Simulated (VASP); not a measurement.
Here is a VASP 6.6.1 calculation.

INCAR

```
ALGO = Normal
EDIFF = 1E-6
ENCUT = 520
GGA = PE
ISIF = 2
ISMEAR = 0
LASPH = T
LCHARG = F
LREAL = F
LWAVE = F
NBANDS = 30
NELM = 60
PREC = Accurate
SIGMA = 0.1
```

Contents of KPOINTS:

```
k-points
0
Gamma
  6 6 10
```

The input POSCAR:

```
P
1.0
    8.1216408492      0.0000000000      0.0000000000
   -4.0608204246      7.0335472958      0.0000000000
    0.0000000000      0.0000000000      4.4425477581
P
8
Direct
    0.5134547775      0.0269095551      0.2500000000
    0.9730904449      0.4865452225      0.2500000000
    0.5134547775      0.4865452225      0.2500000000
    0.4865452225      0.9730904449      0.7500000000
    0.0269095551      0.5134547775      0.7500000000
    0.4865452225      0.5134547775      0.7500000000
    0.3333333333      0.6666666667      0.7500000000
    0.6666666667      0.3333333333      0.2500000000
```

Potentials or basis: VASP PAW PBE potentials, release 64 (P).

Launch:

```sh
$ cat potpaw_PBE.64/P/POTCAR > POTCAR
$ mpirun -np 1 vasp_std > vasp.out
```

(1) Estimate the pressure.

(2) What does it give for the band gap on the k mesh?

(3) Predict the largest force.

Answers

(1) -0.2 GPa.

(2) zero (bands 20 and 21 overlap by 1.01 eV).

(3) 0.031 eV/Å.
